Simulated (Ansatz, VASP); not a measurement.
## SiC2: VASP beside Ansatz

INCAR

```
SYSTEM = SiC2
PREC = Accurate
ENCUT = 520
EDIFF = 1E-6
ISMEAR = 0
SIGMA = 0.01
LREAL = .FALSE.
LASPH = .TRUE.
NELM = 60
ALGO = Normal
ISIF = 2
LWAVE = .FALSE.
LCHARG = .FALSE.
GGA = PE
NBANDS = 21
```

The input KPOINTS:

```
Automatic mesh
0
G
  9 9 4
  0 0 0
```

The input POSCAR:

```
SiC2
1.0
    2.9117372322      0.0000000000      0.0000000000
   -1.4558686161      2.5216384122      0.0000000000
    0.0000000000      0.0000000000      7.1401689039
C Si
4 2
Direct
    0.0000000000      0.0000000000     -0.0204522896
    0.6666666667      0.3333333333      0.6921920663
    0.3333333333      0.6666666667      0.3354215903
    0.6666666667      0.3333333333      0.9057912604
    0.3333333333      0.6666666667      0.5952532218
    0.0000000000      0.0000000000      0.2417941508
```

Input for Ansatz:

```yaml
crystal:
  lattice:
    - [2.9117372322, 0.0, 0.0]
    - [-1.4558686161, 2.5216384122, 0.0]
    - [0.0, 0.0, 7.1401689039]
  atoms:
    - { symbol: C, position: [0.0, 0.0, -0.0204522896] }
    - { symbol: C, position: [0.6666666667, 0.3333333333, 0.6921920663] }
    - { symbol: C, position: [0.3333333333, 0.6666666667, 0.3354215903] }
    - { symbol: C, position: [0.6666666667, 0.3333333333, 0.9057912604] }
    - { symbol: Si, position: [0.3333333333, 0.6666666667, 0.5952532218] }
    - { symbol: Si, position: [0.0, 0.0, 0.2417941508] }
kpoints:
  mp_grid: { grid: [9, 9, 4] }
hamiltonian:
  xc: pbe
scf:
  occupations: { method: fixed }
  n_extra_bands: 5
output:
  forces: true
  stress: true
  eigenvalues: true
```

Alike in both runs: task single point; functional PBE; k mesh 9 × 9 × 4; no spin polarisation.

|  | VASP | Ansatz |
| --- | --- | --- |
| version | VASP 6.6.1 | Ansatz 0.2.0 |
| potentials or method | VASP PAW PBE potentials, release 64 (C, Si) | plane waves, PAW |
| plane-wave cutoff (eV) | 520 | 420 |
| occupations | gaussian, width 0.01 eV | fixed |
| valence electrons in the cell | 24 | 24 |

```csv
,VASP,Ansatz,Ansatz less VASP
gap on the k mesh at the Fermi level (eV),1.43,1.43,+0.005
pressure (GPa),7.9,8.0,+0.01
"traceless stress, the component that is largest in VASP (GPa)",0.77,0.79,+0.016
rms of the force components (eV/Å),0.078,0.074,-0.0044
```

Atom by atom the forces differ by 0.012 eV/Å (rms over components).
